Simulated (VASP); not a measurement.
# TiO2 (P4_2/mnm) in VASP: notebook

Runs on TiO2. Level: PBE. Tasks: single point.

All numbers are computed with VASP 6.6.1; they aren't measurements. Logs are shortened: lines on timing, memory, paths and dates and some standing lists are left out, and cuts for length are marked.

**1. The cell of the first run**

The structure is tetragonal, space group P4_2/mnm (No. 136). Conventional cell: a = 4.472 Å, b = 4.472 Å, c = 2.855 Å, α = 90.00°, β = 90.00°, γ = 90.00°. Ti (site symmetry mmm) has 6 O at 1.89 to 1.93 Å within 2.5 Å. Within 2.5 Å of O (site symmetry m2m) lie 3 Ti at 1.89 to 1.93 Å and 1 O at 2.47 Å.

**2. Single point, PBE (9.51 Å³/atom)**

The input, INCAR:

```
SYSTEM = TiO2
  ALGO = Normal
  EDIFF = 1E-6
  ENCUT = 520
  GGA = PE
  ISIF = 2
  ISMEAR = 0
  LASPH = .True.
  LCHARG = .True.
  LELF = .True.
  LREAL = .False.
  LVHAR = .True.
  LWAVE = .False.
  NBANDS = 33
  NELM = 100
  PREC = Accurate
  SIGMA = 0.05
```

The input, KPOINTS:

```
k-points
0
Gamma
  8 8 10
  0 0 0
```

The input, POSCAR:

```
TiO2
1.0
    4.4721115965      0.0000000000      0.0000000000
    0.0000000000      4.4721115965      0.0000000000
    0.0000000000      0.0000000000      2.8545310956
Ti O
2 4
Direct
    0.0000000000      0.0000000000      0.0000000000
    0.5000000000      0.5000000000      0.5000000000
    0.3050970583      0.3050970583      0.0000000000
    0.1949029417      0.8050970583      0.5000000000
    0.6949029417      0.6949029417      0.0000000000
    0.8050970583      0.1949029417      0.5000000000
```

Potentials or basis: VASP PAW PBE potentials, release 64 (Ti_sv, O).

On the command line:

```bash
$ cat potpaw_PBE.64/Ti_sv/POTCAR potpaw_PBE.64/O/POTCAR > POTCAR
$ mpirun -np 1 vasp_std > vasp.out
```

OUTCAR:

```text
SYSTEM = TiO2
   EDIFF = 1E-6
   ENCUT = 520
   GGA = PE
   ISIF = 2
   ISMEAR = 0
   LASPH = .True.
   LREAL = .False.
   NELM = 100
   PREC = Accurate

 ion  position               nearest neighbor table
   1  0.000  0.000  0.000-   4 1.89   6 1.89   4 1.89   6 1.89   5 1.93   3 1.93
   2  0.500  0.500  0.500-   3 1.89   5 1.89   3 1.89   5 1.89   4 1.93   6 1.93
   3  0.305  0.305  0.000-   2 1.89   2 1.89   1 1.93
   4  0.195  0.805  0.500-   1 1.89   1 1.89   2 1.93
   5  0.695  0.695  0.000-   2 1.89   2 1.89   1 1.93
   6  0.805  0.195  0.500-   1 1.89   1 1.89   2 1.93

  LATTYP: Found a simple tetragonal cell.
 ALAT       =     4.4721115965
 C/A-ratio  =     0.6382960340

  Lattice vectors:

 A1 = (   4.4721115965,   0.0000000000,   0.0000000000)
 A2 = (   0.0000000000,   4.4721115965,   0.0000000000)
 A3 = (   0.0000000000,   0.0000000000,   2.8545310956)

Analysis of symmetry for initial positions (statically):
=====================================================================
 Subroutine PRICEL returns:
 Original cell was already a primitive cell.

 Routine SETGRP: Setting up the symmetry group for a
 simple tetragonal supercell.

 Subroutine GETGRP returns: Found 16 space group operations
 (whereof  8 operations were pure point group operations)
 out of a pool of 16 trial point group operations.

The static configuration has the point symmetry D_2h.
 The point group associated with its full space group is D_4h.

Analysis of symmetry for dynamics (positions and initial velocities):
=====================================================================
 Subroutine PRICEL returns:
 Original cell was already a primitive cell.

 Routine SETGRP: Setting up the symmetry group for a
 simple tetragonal supercell.

 Subroutine GETGRP returns: Found 16 space group operations
 (whereof  8 operations were pure point group operations)
 out of a pool of 16 trial point group operations.

The dynamic configuration has the point symmetry D_2h.
 The point group associated with its full space group is D_4h.

 Subroutine INISYM returns: Found 16 space group operations
 (whereof  8 operations are pure point group operations),
 and found     1 'primitive' translations

----------------------------------------------------------------------------------------

                                     Primitive cell

  volume of cell :      57.0900

  direct lattice vectors                    reciprocal lattice vectors
     4.472111596  0.000000000  0.000000000     0.223608016  0.000000000  0.000000000
     0.000000000  4.472111596  0.000000000     0.000000000  0.223608016  0.000000000
     0.000000000  0.000000000  2.854531096     0.000000000  0.000000000  0.350320234

  length of vectors
     4.472111596  4.472111596  2.854531096     0.223608016  0.223608016  0.350320234

  position of ions in fractional coordinates (direct lattice)
     0.000000000  0.000000000  0.000000000
     0.500000000  0.500000000  0.500000000
     0.305097058  0.305097058  0.000000000
     0.194902942  0.805097058  0.500000000
     0.694902942  0.694902942  0.000000000
     0.805097058  0.194902942  0.500000000

  ion indices of the primitive-cell ions
   primitive index   ion index
                 1           1
                 2           2
                 3           3
                 4           4
                 5           5
                 6           6

----------------------------------------------------------------------------------------

 KPOINTS: k-points

Automatic generation of k-mesh.
 Grid dimensions read from file:
 generate k-points for:    8    8   10

 Generating k-lattice:

  Cartesian coordinates                     Fractional coordinates (reciprocal lattice)
     0.027951002  0.000000000  0.000000000     0.125000000  0.000000000  0.000000000
     0.000000000  0.027951002  0.000000000     0.000000000  0.125000000  0.000000000
     0.000000000  0.000000000  0.035032023     0.000000000  0.000000000  0.100000000

  Length of vectors
     0.027951002  0.027951002  0.035032023

  Shift w.r.t. Gamma in fractional coordinates (k-lattice)
     0.000000000  0.000000000  0.000000000

 Subroutine IBZKPT returns following result:
 ===========================================

 Found     90 irreducible k-points:

 Following reciprocal coordinates:
            Coordinates               Weight
  0.000000  0.000000  0.000000      1.000000
  0.125000  0.000000  0.000000      4.000000
  0.250000  0.000000  0.000000      4.000000
  0.375000  0.000000  0.000000      4.000000
  0.500000  0.000000  0.000000      2.000000
  0.125000  0.125000  0.000000      4.000000
[... 16 lines left out ...]
  0.375000  0.125000  0.100000     16.000000
  0.500000  0.125000  0.100000      8.000000
 [... further k-points ...]
   k-points           NKPTS =     90   k-points in BZ     NKDIM =     90   number of bands    NBANDS=     33
   number of dos      NEDOS =    301   number of ions     NIONS =      6
   total plane-waves  NPLWV =  31104
   dimension x,y,z NGX =    36 NGY =   36 NGZ =   24
   dimension x,y,z NGXF=    72 NGYF=   72 NGZF=   48
   ions per type =               2   4
   NGX,Y,Z   is equivalent  to a cutoff of  13.38, 13.38, 13.98 a.u.
   NGXF,Y,Z  is equivalent  to a cutoff of  26.77, 26.77, 27.95 a.u.
 SYSTEM =  TiO2
   PREC   = accura    normal or accurate (medium, high low for compatibility)
   ISTART =      0    job   : 0-new  1-cont  2-samecut
   ICHARG =      2    charge: 1-file 2-atom 10-const
   ISPIN  =      1    spin polarized calculation?
   LNONCOLLINEAR =      F non collinear calculations
   LSORBIT =      F    spin-orbit coupling
   LASPH  =      T    aspherical Exc in radial PAW
   ENCUT  =  520.0 eV  38.22 Ry    6.18 a.u.   8.32  8.32  5.31*2*pi/ulx,y,z
   NELM   =    100;   NELMIN=  2; NELMDL= -5     # of ELM steps
   EDIFF  = 0.1E-05   stopping-criterion for ELM
   LREAL  =      F    real-space projection
   EDIFFG = 0.1E-04   stopping-criterion for IOM
   NSW    =      0    number of steps for IOM
   IBRION =     -1    ionic relax: 0-MD 1-quasi-New 2-CG
   NFREE  =      0    steps in history (QN), initial steepest desc. (CG)
   ISIF   =      2    stress and relaxation
   ISYM   =      2    0-nonsym 1-usesym 2-fastsym
   POTIM  = 0.5000    time-step for ionic-motion
   TEBEG  =    0.0;   TEEND  =   0.0 temperature during run
   PSTRESS=    0.0 pullay stress
   NELECT =      48.0000    total number of electrons
   NUPDOWN=      -1.0000    fix difference up-down
   EMIN   =  10.00;   EMAX   =-10.00  energy-range for DOS
   EFERMI =   0.00;   METHOD = LEGACY
   ISMEAR =     0;   SIGMA  =   0.05  broadening in eV -4-tet -1-fermi 0-gaus
   EFERMI_NEDOS =   21; number of points for ismear=-14 and -15
   IALGO  =     38    algorithm
   IMIX   =      4    mixing-type and parameters
     AMIX     =   0.40;   BMIX     =  1.00
     AMIX_MAG =   1.60;   BMIX_MAG =  1.00
  volume/ion in A,a.u.               =       9.51        64.21
  Fermi-wavevector in a.u.,A,eV,Ry     =   1.545143  2.919896 32.483442  2.387466
  Thomas-Fermi vector in A             =   2.650563
   LORBIT       =      0    0 simple, 1 ext, 2 COOP (PROOUT), +10 PAW based schemes
   GGA     = PE    functional components
   LHFCALC =     F    Hartree Fock is set to
   AEXX    =    0.0000 exact exchange contribution
   IVDW    =     0    specifies the selected vdW correction
   LEPSILON=     F    determine dielectric tensor
   LRPA    =     F    only Hartree local field effects (RPA)
 non-spin polarized calculation
 Gauss-broadening in eV      SIGMA  =   0.05
  energy-cutoff  :      520.00
  volume of cell :       57.09
 maximum number of plane-waves:      1556
 NGX is ok and might be reduce to    36
   NGX = 17   NGY = 17   NGZ = 11

 number of electron      47.9999985 magnetization

 Free energy of the ion-electron system (eV)
  ---------------------------------------------------
  ext. energy  EPLUGINS =         0.00000000
  ---------------------------------------------------
  free energy    TOTEN  =       -53.00502120 eV

  energy without entropy =      -53.00502120  energy(sigma->0) =      -53.00502120

 E-fermi :   6.0201     XC(G=0): -11.8925

 val. band max:        5.7662214650   @ k =   0.0000   0.0000   0.0000
 cond. band min:       7.8781302629   @ k =   0.0000   0.0000   0.0000
 fundamental gap:      2.1119087978
 Fermi energy:         6.0201463904

 k-point     1 :       0.0000    0.0000    0.0000
  band No.  band energies     occupation
      1     -50.7918      2.00000
      2     -50.7645      2.00000
      3     -27.2077      2.00000
      4     -27.2077      2.00000
      5     -26.9627      2.00000
      6     -26.9627      2.00000
[... 25 lines left out ...]
     32      13.2985      0.00000
     33      13.5241      0.00000

 k-point     2 :       0.1250    0.0000    0.0000
  band No.  band energies     occupation
      1     -50.7908      2.00000
      2     -50.7655      2.00000
      3     -27.2003      2.00000
      4     -27.1995      2.00000
      5     -26.9721      2.00000
      6     -26.9712      2.00000
[... 25 lines left out ...]
     32      13.2364      0.00000
     33      13.2514      0.00000

 k-point     3 :       0.2500    0.0000    0.0000
  band No.  band energies     occupation
      1     -50.7878      2.00000
      2     -50.7685      2.00000
      3     -27.1795      2.00000
      4     -27.1767      2.00000
      5     -26.9977      2.00000
      6     -26.9948      2.00000
[... 25 lines left out ...]
     32      13.0816      0.00000
     33      13.1191      0.00000

 k-point     4 :       0.3750    0.0000    0.0000
  band No.  band energies     occupation
      1     -50.7833      2.00000
      2     -50.7729      2.00000
      3     -27.1498      2.00000
      4     -27.1459      2.00000
      5     -27.0314      2.00000
      6     -27.0273      2.00000
[... 673 lines left out ...]
     32      12.6659      0.00000
     33      13.0630      0.00000

 k-point    23 :       0.3750    0.1250    0.1000
  band No.  band energies     occupation
      1     -50.7765      2.00000
      2     -50.7673      2.00000
      3     -27.1693      2.00000
      4     -27.1140      2.00000
      5     -27.0525      2.00000
      6     -26.9931      2.00000
[... 25 lines left out ...]
     32      12.5723      0.00000
     33      12.9212      0.00000

 k-point    24 :       0.5000    0.1250    0.1000
  band No.  band energies     occupation
      1     -50.7719      2.00000
      2     -50.7719      2.00000
      3     -27.1394      2.00000
      4     -27.1394      2.00000
      5     -27.0267      2.00000
      6     -27.0267      2.00000
[... 25 lines left out ...]
     32      12.4563      0.00000
     33      12.9522      0.00000

 [... further k-points ...]

------------------------ aborting loop because EDIFF is reached ----------------------------------------

  FORCE on cell =-STRESS in cart. coord.  units (eV):
  Direction    XX          YY          ZZ          XY          YZ          ZX
  --------------------------------------------------------------------------------------
  -------------------------------------------------------------------------------------
  Total       10.7854049     10.7854049     14.1830185      0.0000000      0.0000000      0.0000000
  in kB      302.6822785    302.6822785    398.0331186      0.0000000      0.0000000      0.0000000
  external PRESSURE =     334.4658919 kB  Pullay stress =       0.0000000 kB

 VOLUME and BASIS-vectors are now :
 -----------------------------------------------------------------------------
  energy-cutoff  :      520.00
  volume of cell :       57.09
      direct lattice vectors                 reciprocal lattice vectors
     4.472111596  0.000000000  0.000000000     0.223608016  0.000000000  0.000000000
     0.000000000  4.472111596  0.000000000     0.000000000  0.223608016  0.000000000
     0.000000000  0.000000000  2.854531096     0.000000000  0.000000000  0.350320234

 POSITION                                       TOTAL-FORCE (eV/Angst)
 -----------------------------------------------------------------------------------
      0.00000      0.00000      0.00000         0.000000      0.000000     -0.000000
      2.23606      2.23606      1.42727         0.000000      0.000000     -0.000000
      1.36443      1.36443      0.00000        -0.497236     -0.497236     -0.000000
      0.87163      3.60048      1.42727         0.497236     -0.497236     -0.000000
      3.10768      3.10768      0.00000         0.497236      0.497236      0.000000
      3.60048      0.87163      1.42727        -0.497236      0.497236      0.000000
 -----------------------------------------------------------------------------------
    total drift:                               -0.000000      0.000000     -0.000000

  FREE ENERGIE OF THE ION-ELECTRON SYSTEM (eV)
  ---------------------------------------------------
  free  energy   TOTEN  =       -53.0050212002 eV

  energy  without entropy=      -53.0050212002  energy(sigma->0) =      -53.00502120
```

Wall time 59 s (1 thread of Intel Xeon 6975P-C (Granite Rapids), shared host); peak memory 0.26 GiB.

What came out:

```yaml
Free_energy: -53.0050 eV
Pressure: 33.4 GPa
Largest_force: 0.703 eV/Å
Band_gap_on_the_k_mesh: 2.11 eV
```

Forces on the atoms (eV/Å):
```
Ti   0.000  0.000  0.000
Ti   0.000  0.000  0.000
O   -0.497 -0.497  0.000
O    0.497 -0.497  0.000
O    0.497  0.497  0.000
O   -0.497  0.497  0.000
```

Stress tensor (GPa, compression positive):
```
30.27  0.00  0.00
 0.00 30.27  0.00
 0.00  0.00 39.80
```

Caveat: the cell stands under pressure.

**3. Single point, PBE (11.22 Å³/atom)**

This run uses another cell than the first one, of 11.22 Å³/atom.

The input, INCAR:

```
SYSTEM = TiO2
PREC = Accurate
ENCUT = 520
EDIFF = 1E-7
ISMEAR = 0
SIGMA = 0.05
LREAL = .False.
LASPH = .True.
NELM = 80
ALGO = Normal
ISIF = 2
LWAVE = .False.
LCHARG = .False.
GGA = PE
NBANDS = 33
```

The input, KPOINTS:

```
regular mesh
0
Gamma
  8 8 10
  0 0 0
```

Edit POSCAR of step 2 so:

```diff
@@ -2,5 +2,5 @@
 1.0
-    4.4721115965      0.0000000000      0.0000000000
-    0.0000000000      4.4721115965      0.0000000000
-    0.0000000000      0.0000000000      2.8545310956
+    4.8528481404      0.0000000000      0.0000000000
+    0.0000000000      4.8528481404      0.0000000000
+    0.0000000000      0.0000000000      2.8583275547
 Ti O
```

Potentials or basis: VASP PAW PBE potentials, release 64 (Ti_sv, O).

On the command line:

```bash
$ cat potpaw_PBE.64/Ti_sv/POTCAR potpaw_PBE.64/O/POTCAR > POTCAR
$ mpirun -np 1 vasp_std > vasp.out
```

Run time: 5.8 min. Hardware: 1 thread of Intel Xeon 8259CL, shared host; peak memory 0.28 GiB.

It converged, with:

| Property | Result |
| --- | --- |
| Free energy | -53.4107 eV |
| Pressure | -6.3 GPa |
| Largest force | 0.364 eV/Å |
| Band gap on the k mesh | 1.84 eV (least direct gap 1.87 eV) |

Forces in eV/Å, atoms in the order of the input:
```
Ti   0.000  0.000  0.000
Ti   0.000  0.000  0.000
O    0.257  0.257  0.000
O   -0.257  0.257  0.000
O   -0.257 -0.257  0.000
O    0.257 -0.257  0.000
```

Stress tensor (GPa, compression positive):
```
-12.38   0.00   0.00
  0.00 -12.38   0.00
  0.00   0.00   5.90
```

Levels at points of the mesh, in eV from the valence-band top:
| k point | band 20 | band 21 | band 22 | band 23 | band 24 | band 25 | band 26 | band 27 | band 28 | band 29 |
| --- | --- | --- | --- | --- | --- | --- | --- | --- | --- | --- |
| (0.00, 0.00, 0.00) | -1.15 | -0.30 | -0.30 | -0.24 | -0.03 | 1.85 | 2.01 | 2.79 | 2.79 | 2.81 |
| (0.50, 0.00, 0.00) | -2.69 | -0.88 | -0.88 | -0.55 | -0.55 | 2.44 | 2.44 | 3.12 | 3.12 | 3.73 |
| (0.50, 0.50, 0.00) | -1.95 | -0.90 | -0.90 | -0.67 | -0.67 | 1.84 | 1.84 | 2.80 | 2.80 | 3.95 |
| (0.00, 0.00, 0.50) | -2.80 | -1.62 | -1.62 | -1.26 | -1.26 | 2.88 | 2.88 | 3.51 | 3.51 | 3.76 |
| (0.50, 0.00, 0.50) | -2.00 | -1.77 | -1.77 | -0.72 | -0.72 | 2.05 | 2.05 | 3.70 | 3.70 | 3.76 |
| (0.50, 0.50, 0.50) | -2.78 | -0.87 | -0.87 | -0.61 | -0.61 | 2.64 | 2.64 | 3.15 | 3.15 | 3.77 |

Caveat: the cell stands under tension.
